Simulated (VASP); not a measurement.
A run of VASP 6.6.1:

INCAR

```
SYSTEM = CoO
PREC = Accurate
ENCUT = 520
EDIFF = 1E-6
ISMEAR = 0
SIGMA = 0.05
LREAL = .False.
LASPH = .True.
NELM = 150
ALGO = Normal
ISIF = 2
LWAVE = .False.
LCHARG = .False.
ISPIN = 2
MAGMOM = 2.87 0.27
LORBIT = 11
LMAXMIX = 4
LDAU = .True.
LDAUTYPE = 2
LDAUL = 2 -1
LDAUU = 3.3 0
LDAUJ = 0 0
LDAUPRINT = 1
GGA = B5
ALDAX = 1.0
AGGAX = 1.0
AGGAC = 1.0
ALDAC = 0.0
NBANDS = 18
```

File KPOINTS:

```
regular mesh
0
Gamma
  10 10 10
  0 0 0
```

POSCAR

```
CoO
1.0
    0.0000000000      2.1617350460      2.1617350460
    2.1617350460      0.0000000000      2.1617350460
    2.1617350460      2.1617350460      0.0000000000
Co O
1 1
Direct
    0.0000000000      0.0000000000      0.0000000000
    0.5000000000      0.5000000000      0.5000000000
```

Potentials or basis: VASP PAW PBE potentials, release 64 (Co, O).

Command:

```sh
$ cat potpaw_PBE.64/Co/POTCAR potpaw_PBE.64/O/POTCAR > POTCAR
$ mpirun -np 1 vasp_std > vasp.out
```

Hardware: 1 thread of Intel Xeon 8259CL, on a shared host.

Estimate the wall time of this run.

It took 61 s on 1 thread of Intel Xeon 8259CL, with other jobs on the host, peak memory 0.16 GiB. Counts: scf iterations 16, k points 47.
